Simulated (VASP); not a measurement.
Here is a VASP 6.6.1 calculation.

INCAR

```
SYSTEM = AlN
PREC     = Accurate       ! precision mode
ENCUT    = 520            ! plane-wave cutoff, eV
EDIFF    = 1E-7           ! SCF threshold, eV
ISMEAR   = 0              ! smearing method
SIGMA    = 0.1            ! smearing width, eV
LREAL    = .False.        ! projectors in reciprocal space
LASPH    = .True.         ! aspherical terms in the spheres
NELM     = 60             ! most SCF steps
ALGO     = Normal         ! electronic algorithm
ISIF     = 2              ! what is computed and relaxed
LWAVE    = .False.        ! write WAVECAR
LCHARG   = .True.         ! write CHGCAR
GGA      = PE             ! functional
LELF     = .True.         ! ELF
LVHAR    = .True.       
NBANDS   = 16             ! bands
```

KPOINTS

```
Automatic mesh
0
Gamma
  6 6 4
  0 0 0
```

The input POSCAR:

```
AlN
1.0
    3.1285881360      0.0000000000      0.0000000000
   -1.5642940680      2.7094368037      0.0000000000
    0.0000000000      0.0000000000      5.0169550000
Al N
2 2
Direct
    0.6666666700      0.3333333300      0.4992870000
    0.3333333300      0.6666666700      0.9992870000
    0.6666666700      0.3333333300      0.8807130000
    0.3333333300      0.6666666700      0.3807130000
```

Potentials or basis: VASP PAW PBE potentials, release 64 (Al, N).

The run is started by

```sh
$ cat potpaw_PBE.64/Al/POTCAR potpaw_PBE.64/N/POTCAR > POTCAR
$ mpirun -np 1 vasp_std > vasp.out
```

**Question.** Estimate the pressure.

**Answer.** 0.0 GPa.

**Question.** Predict the band gap on the k mesh.

**Answer.** 4.06 eV, direct.

**Question.** What does it give for the largest force?

**Answer.** 0.004 eV/Å.

Forces on the atoms (eV/Å):
```
Al   0.000  0.000 -0.004
Al   0.000  0.000 -0.004
N    0.000  0.000  0.004
N    0.000  0.000  0.004
```

Expect the measured gap to be larger: semilocal functionals such as PBE lack the derivative discontinuity.
